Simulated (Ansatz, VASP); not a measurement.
# One calculation of Na, two programs

```
Na
1.0
     3.76700    0.00000    0.00000
    -1.88350    3.26232    0.00000
     0.00000    0.00000    6.03092
Na
2
Direct
  0.33333 0.66667 0.25000
  0.66667 0.33333 0.75000
```

Change from the starting cell: zz strain of -2 %.

Alike in both runs: task single point; functional PBEsol; k mesh 13 × 13 × 7; occupations fermi-dirac, width 0.05 eV; no spin polarisation.

```csv
,VASP,Ansatz
version,VASP 6.6.1,Ansatz 0.2.0
potentials or method,"VASP PAW PBE potentials, release 64 (Na_pv), cutoff 520 eV","all-electron LAPW, scalar-relativistic"
```

|  | VASP | Ansatz | Ansatz less VASP |
| --- | --- | --- | --- |
| pressure (GPa) | -0.1 | -0.1 | -0.02 |
| traceless stress, the component that is largest in VASP (GPa) | 0.19 | 0.19 | +0.001 |

VASP's potentials were made for PBE, not for PBEsol. Ansatz ran all-electron here, and VASP with PAW potentials.
